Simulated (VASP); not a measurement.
# B4Rh (Pm-3m) in VASP: notebook, part 2 of 2

VASP 6.6.1. Earlier steps stand in the parts before.

### Step 3. Relaxation of cell and atoms, PBE

INCAR

```
  PREC = Accurate
  ENCUT = 600
  EDIFF = 1E-6
  ISMEAR = 0
  SIGMA = 0.1
  LREAL = False
  LASPH = True
  NELM = 100
  ALGO = Normal
  ISIF = 3
  LWAVE = False
  LCHARG = False
  GGA = PE
  IBRION = 2
  NSW = 100
  EDIFFG = -0.01
```

KPOINTS

```
Automatic mesh
0
Gamma
  12 12 12
```

POSCAR

```
B4Rh
1.0
    3.4898622589      0.0000000000      0.0000000000
    0.0000000000      3.4898622589      0.0000000000
    0.0000000000      0.0000000000      3.4898622589
B Rh
4 1
Direct
    0.5000000000      0.0000000000      0.0000000000
    0.0000000000      0.5000000000      0.0000000000
    0.0000000000      0.0000000000      0.5000000000
    0.0000000000      0.0000000000      0.0000000000
    0.5000000000      0.5000000000      0.5000000000
```

Potentials or basis: VASP PAW PBE potentials, release 64 (B, Rh_pv).

Launch:

```bash
$ cat potpaw_PBE.64/B/POTCAR potpaw_PBE.64/Rh_pv/POTCAR > POTCAR
$ mpirun -np 1 vasp_std > vasp.out
```

OUTCAR:

```text
PREC = Accurate
   ENCUT = 600
   EDIFF = 1E-6
   ISMEAR = 0
   LREAL = False
   LASPH = True
   NELM = 100
   ISIF = 3
   GGA = PE
   IBRION = 2
   NSW = 100
   EDIFFG = -0.01

 ion  position               nearest neighbor table
   1  0.500  0.000  0.000-   4 1.74   4 1.74   5 2.47   5 2.47   5 2.47   5 2.47
   2  0.000  0.500  0.000-   4 1.74   4 1.74   5 2.47   5 2.47   5 2.47   5 2.47
   3  0.000  0.000  0.500-   4 1.74   4 1.74   5 2.47   5 2.47   5 2.47   5 2.47
   4  0.000  0.000  0.000-   1 1.74   2 1.74   3 1.74   3 1.74   2 1.74   1 1.74
   5  0.500  0.500  0.500-   1 2.47   2 2.47   3 2.47   1 2.47   2 2.47   1 2.47   3 2.47   1 2.47
                             2 2.47   3 2.47   2 2.47   3 2.47

  LATTYP: Found a simple cubic cell.
 ALAT       =     3.4898622589

  Lattice vectors:

 A1 = (   3.4898622589,   0.0000000000,   0.0000000000)
 A2 = (   0.0000000000,   3.4898622589,   0.0000000000)
 A3 = (   0.0000000000,   0.0000000000,   3.4898622589)

Analysis of symmetry for initial positions (statically):
=====================================================================
 Subroutine PRICEL returns:
 Original cell was already a primitive cell.

 Routine SETGRP: Setting up the symmetry group for a
 simple cubic supercell.

 Subroutine GETGRP returns: Found 48 space group operations
 (whereof 48 operations were pure point group operations)
 out of a pool of 48 trial point group operations.

The static configuration has the point symmetry O_h .

Analysis of symmetry for dynamics (positions and initial velocities):
=====================================================================
 Subroutine PRICEL returns:
 Original cell was already a primitive cell.

 Routine SETGRP: Setting up the symmetry group for a
 simple cubic supercell.

 Subroutine GETGRP returns: Found 48 space group operations
 (whereof 48 operations were pure point group operations)
 out of a pool of 48 trial point group operations.

The dynamic configuration has the point symmetry O_h .

 Subroutine INISYM returns: Found 48 space group operations
 (whereof 48 operations are pure point group operations),
 and found     1 'primitive' translations

----------------------------------------------------------------------------------------

                                     Primitive cell

  volume of cell :      42.5035

  direct lattice vectors                    reciprocal lattice vectors
     3.489862259  0.000000000  0.000000000     0.286544260  0.000000000  0.000000000
     0.000000000  3.489862259  0.000000000     0.000000000  0.286544260  0.000000000
     0.000000000  0.000000000  3.489862259     0.000000000  0.000000000  0.286544260

  length of vectors
     3.489862259  3.489862259  3.489862259     0.286544260  0.286544260  0.286544260

  position of ions in fractional coordinates (direct lattice)
     0.500000000  0.000000000  0.000000000
[... 117 lines left out ...]
 Gauss-broadening in eV      SIGMA  =   0.10
  energy-cutoff  :      600.00
  volume of cell :       42.50
 maximum number of plane-waves:      1452
 NGX is ok and might be reduce to    28
   NGX = 13   NGY = 13   NGZ = 13

--------------------------------------- Ionic step        1  -------------------------------------------

 number of electron      26.9999992 magnetization

 Free energy of the ion-electron system (eV)
  ---------------------------------------------------
  ext. energy  EPLUGINS =         0.00000000
  ---------------------------------------------------
  free energy    TOTEN  =       -28.04256111 eV

  energy without entropy =      -28.03387009  energy(sigma->0) =      -28.03821560

------------------------ aborting loop because EDIFF is reached ----------------------------------------

  FORCE on cell =-STRESS in cart. coord.  units (eV):
  Direction    XX          YY          ZZ          XY          YZ          ZX
  --------------------------------------------------------------------------------------
  -------------------------------------------------------------------------------------
  Total        0.0647974      0.0647974      0.0647974      0.0000000     -0.0000000      0.0000000
  in kB        2.4425488      2.4425488      2.4425488      0.0000000     -0.0000000      0.0000000
  external PRESSURE =       2.4425488 kB  Pullay stress =       0.0000000 kB

 VOLUME and BASIS-vectors are now :
 -----------------------------------------------------------------------------
  energy-cutoff  :      600.00
  volume of cell :       42.50
      direct lattice vectors                 reciprocal lattice vectors
     3.489862259  0.000000000  0.000000000     0.286544260  0.000000000  0.000000000
     0.000000000  3.489862259  0.000000000     0.000000000  0.286544260  0.000000000
     0.000000000  0.000000000  3.489862259     0.000000000  0.000000000  0.286544260

 POSITION                                       TOTAL-FORCE (eV/Angst)
 -----------------------------------------------------------------------------------
      1.74493      0.00000      0.00000         0.000000      0.000000      0.000000
      0.00000      1.74493      0.00000         0.000000      0.000000      0.000000
      0.00000      0.00000      1.74493         0.000000      0.000000      0.000000
      0.00000      0.00000      0.00000         0.000000      0.000000      0.000000
      1.74493      1.74493      1.74493         0.000000      0.000000      0.000000
 -----------------------------------------------------------------------------------
    total drift:                                0.000000      0.000000      0.000000

  FREE ENERGIE OF THE ION-ELECTRON SYSTEM (eV)
  ---------------------------------------------------
  free  energy   TOTEN  =       -28.0425611092 eV

  energy  without entropy=      -28.0338700895  energy(sigma->0) =      -28.03821560

--------------------------------------- Ionic step        2  -------------------------------------------

 number of electron      26.9999992 magnetization

 Free energy of the ion-electron system (eV)
  ---------------------------------------------------
  ext. energy  EPLUGINS =         0.00000000
  ---------------------------------------------------
  free energy    TOTEN  =       -28.04260428 eV

  energy without entropy =      -28.03384470  energy(sigma->0) =      -28.03822449

 E-fermi :   9.2610     XC(G=0): -12.6553

 val. band max:        9.2525294205   @ k =   0.3333   0.3333   0.2500
 cond. band min:       9.2969633686   @ k =   0.3333   0.0833   0.0000
 fundamental gap:      0.0444339481
 Fermi energy:         9.2609705957

 k-point     1 :       0.0000    0.0000    0.0000
  band No.  band energies     occupation
      1     -37.4090      2.00000
      2     -37.4090      2.00000
      3     -37.4090      2.00000
      4      -6.0707      2.00000
      5       2.1322      2.00000
      6       2.1322      2.00000
[... 457 lines left out ...]
      4      -4.0226      2.00000
      5      -1.0361      2.00000
      6      -0.0982      2.00000
[... 9 lines left out ...]
     16      11.9501      0.00000
     17      12.0702      0.00000

 [... further k-points ...]
[... 5 lines left out ...]
  --------------------------------------------------------------------------------------
  -------------------------------------------------------------------------------------
  Total       -0.0313491     -0.0313491     -0.0313491     -0.0000000     -0.0000000      0.0000000
  in kB       -1.1794956     -1.1794956     -1.1794956     -0.0000000     -0.0000000      0.0000000
  external PRESSURE =      -1.1794956 kB  Pullay stress =       0.0000000 kB

 VOLUME and BASIS-vectors are now :
 -----------------------------------------------------------------------------
  energy-cutoff  :      600.00
  volume of cell :       42.58
      direct lattice vectors                 reciprocal lattice vectors
     3.492044120  0.000000000  0.000000000     0.286365225 -0.000000000 -0.000000000
     0.000000000  3.492044120 -0.000000000    -0.000000000  0.286365225  0.000000000
     0.000000000 -0.000000000  3.492044120    -0.000000000  0.000000000  0.286365225

 POSITION                                       TOTAL-FORCE (eV/Angst)
 -----------------------------------------------------------------------------------
      1.74602      0.00000      0.00000        -0.000000      0.000000      0.000000
      0.00000      1.74602     -0.00000        -0.000000      0.000000      0.000000
      0.00000     -0.00000      1.74602        -0.000000      0.000000      0.000000
      0.00000      0.00000      0.00000        -0.000000      0.000000      0.000000
      1.74602      1.74602      1.74602         0.000000     -0.000000      0.000000
 -----------------------------------------------------------------------------------
    total drift:                                0.000000      0.000000      0.000000

  FREE ENERGIE OF THE ION-ELECTRON SYSTEM (eV)
  ---------------------------------------------------
  free  energy   TOTEN  =       -28.0426042763 eV

  energy  without entropy=      -28.0338447008  energy(sigma->0) =      -28.03822449

 reached required accuracy - stopping structural energy minimisation
```

Run time: 1.8 min. Hardware: 1 thread of Intel Xeon Platinum 8259CL at 2.50GHz (Skylake/Cascade Lake), shared host; peak memory 0.21 GiB.

What came out:

```yaml
Free_energy: -28.0426 eV
Relaxed_volume: 8.52 Å³/atom
Relaxed_cell: a = 3.492 Å, b = 3.492 Å, c = 3.492 Å, α = 90.00°, β = 90.00°, γ = 90.00°
Space_group_after_relaxing_to_0.05_Å: Pm-3m (No. 221)
Energy_gained_by_relaxing: 0.0 meV/atom
Ionic_steps: 2
Pressure_after_relaxing: -0.1 GPa
```

Final structure:
```
B Rh
1.0
     3.49204    0.00000    0.00000
     0.00000    3.49204    0.00000
     0.00000    0.00000    3.49204
B Rh
4 1
Direct
  0.50000 0.00000 0.00000
  0.00000 0.50000 0.00000
  0.00000 0.00000 0.50000
  0.00000 0.00000 0.00000
  0.50000 0.50000 0.50000
```

### Step 4. Single point, PBE

This run uses another cell than the first one, of 9.06 Å³/atom, 1.064 times its volume.

INCAR

```
SYSTEM = B4Rh
ALGO     = Normal         ! electronic algorithm
EDIFF    = 1E-6           ! SCF threshold, eV
ENCUT    = 520            ! plane-wave cutoff, eV
GGA      = PE             ! functional
ISIF     = 2              ! what is computed and relaxed
ISMEAR   = 0              ! smearing method
LASPH    = .True.         ! aspherical terms in the spheres
LCHARG   = .False.        ! write CHGCAR
LREAL    = .False.        ! projectors in reciprocal space
LWAVE    = .False.        ! write WAVECAR
NBANDS   = 22             ! bands
NELM     = 100            ! most SCF steps
PREC     = Accurate       ! precision mode
SIGMA    = 0.1            ! smearing width, eV
```

KPOINTS

```
k-points
0
Gamma
  6 6 6
  0 0 0
```

Edit POSCAR of step 3 so:

```diff
@@ -2,5 +2,5 @@
 1.0
-    3.4898622589      0.0000000000      0.0000000000
-    0.0000000000      3.4898622589      0.0000000000
-    0.0000000000      0.0000000000      3.4898622589
+    3.5648434800      0.0000000000      0.0000000000
+    0.0000000000      3.5648434800      0.0000000000
+    0.0000000000      0.0000000000      3.5648434800
 B Rh
```

Launch:

```bash
$ cat potpaw_PBE.64/B/POTCAR potpaw_PBE.64/Rh_pv/POTCAR > POTCAR
$ mpirun -np 1 vasp_std > vasp.out
```

Run time: 28 s. Hardware: 1 thread of Intel Xeon Platinum 8259CL at 2.50GHz (Skylake/Cascade Lake), shared host; peak memory 0.16 GiB.

Results (log left out):

```
Free energy : -27.9462 eV
Pressure    : -11.0 GPa
```

Levels at points of the mesh, in eV from the Fermi level:
```
           k point  band 11  band 12  band 13  band 14  band 15  band 16
(0.00, 0.00, 0.00)    -2.09    -2.09    -0.17     1.04     1.04     2.85
(0.50, 0.00, 0.00)    -1.65    -1.53    -1.53    -0.62    -0.12    -0.12
(0.50, 0.50, 0.00)    -2.86    -1.57    -0.91     1.62     1.69     1.69
(0.50, 0.50, 0.50)    -1.36    -1.36    -0.46    -0.46    -0.46     2.64
```

### Step 5. Overview

```tsv
task	cell	k mesh	cutoff (eV)	gap on the mesh (eV)	pressure (GPa)
single point	a = 3.492 Å, 5 atoms	12 × 12 × 12	520	none	0.0
relaxation of cell and atoms	relaxed from a = 3.490 Å, 5 atoms	12 × 12 × 12	600	none	-0.1
single point	a = 3.565 Å, 5 atoms	6 × 6 × 6	520	none	-11.0
```

Alike in all rows: level PBE; potentials or basis VASP PAW PBE potentials, release 64 (B, Rh_pv); no spin polarisation; smearing gaussian 0.1 eV.

Absolute energies hang on the potentials; compare differences alone.
